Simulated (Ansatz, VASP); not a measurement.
TiO2 in VASP and in Ansatz

```xyz
6
Lattice="4.8139 0.0000 0.0000 0.0000 4.8139 0.0000 0.0000 0.0000 3.1989" Properties=species:S:1:pos:R:3 pbc="T T T"
Ti    0.0000    0.0000    0.0000
Ti    2.4070    2.4070    1.5994
O     1.4687    1.4687    0.0000
O     0.9382    3.8757    1.5994
O     3.3452    3.3452    0.0000
O     3.8757    0.9382    1.5994
```

Alike in both runs: task single point; functional PBE; k mesh 8 × 8 × 10; occupations gaussian, width 0.05 eV; no spin polarisation.

|  | VASP | Ansatz |
| --- | --- | --- |
| version | VASP 6.6.1 | Ansatz 0.2.0 |
| potentials or method | VASP PAW PBE potentials, release 64 (Ti_sv, O), cutoff 520 eV | scalar-relativistic, plane waves, PAW |
| valence electrons in the cell | 48 | 48 |

Ansatz gave:

| Property | Result |
| --- | --- |
| gap on the k mesh at the Fermi level (eV) | 1.44 |
| least direct gap on the mesh (eV) | 1.44 |
| pressure (GPa) | -25.3 |
| traceless stress, the component that is largest in VASP (GPa) | -8.91 |
| rms of the force components (eV/Å) | 0.188 |

Question: What did VASP give for the same quantities?

Answer: gap on the k mesh at the Fermi level (eV): 1.41; least direct gap on the mesh (eV): 1.41; pressure (GPa): -24.9; traceless stress, the component that is largest in VASP (GPa): -8.77; rms of the force components (eV/Å): 0.183.

Atom by atom the forces differ by 0.005 eV/Å (rms over components).
